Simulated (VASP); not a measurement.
ZnO (zincite):

```
Zn O
1.0
     3.24931    0.00000    0.00000
    -1.62465    2.81398    0.00000
     0.00000    0.00000    5.20571
Zn O
2 2
Direct
  0.33333 0.66667 0.50000
  0.66667 0.33333 0.00000
  0.66667 0.33333 0.37901
  0.33333 0.66667 0.87901
```

| Property | Result |
| --- | --- |
| Program | VASP 6.6.1 |
| Task | relaxation of cell and atoms |
| Functional | PBE |
| Dispersion | D3(BJ) |
| Potentials or basis | VASP PAW PBE potentials, release 64 (Zn, O) |
| Cutoff | 600 eV |
| k mesh | 9 × 9 × 6 |
| Occupations | gaussian, width 0.02 eV |
| Spin | no spin polarisation |

At the start: pressure 2.8 GPa; volume 11.90 Å³/atom.

Question: Where does the relaxation end?

Answer: Over 11 steps the energy falls by 2.2 meV/atom and the volume is 12.12 Å³/atom (+1.9 %); space group P6_3mc (No. 186, to 0.05 Å).

Step by step:
```tsv
step	energy change (eV)	largest force (eV/Å)	pressure (GPa)	volume (Å³)
1	0.0000	0.0723	2.75	47.60
2	-0.0064	0.0341	-1.31	49.02
3	-0.0087	0.0023	0.11	48.52
4	-0.0087	0.0055	-0.13	48.57
5	-0.0087	0.0043	-0.18	48.55
6	-0.0088	0.0115	0.14	48.46
7	-0.0088	0.0088	0.10	48.49
8	-0.0088	0.0131	-0.02	48.50
9	-0.0088	0.0161	-0.03	48.51
10	-0.0089	0.0077	0.02	48.50
11	-0.0089	0.0020	0.05	48.50
```

Final structure:
```yaml
crystal:
  lattice:
    - [3.26109, 0.00000, 0.00000]
    - [-1.63055, 2.82419, 0.00000]
    - [0.00000, 0.00000, 5.26590]
  atoms:
    - { symbol: Zn, position: [0.33333, 0.66667, 0.50004] }
    - { symbol: Zn, position: [0.66667, 0.33333, 0.00004] }
    - { symbol: O, position: [0.66667, 0.33333, 0.37897] }
    - { symbol: O, position: [0.33333, 0.66667, 0.87897] }
```
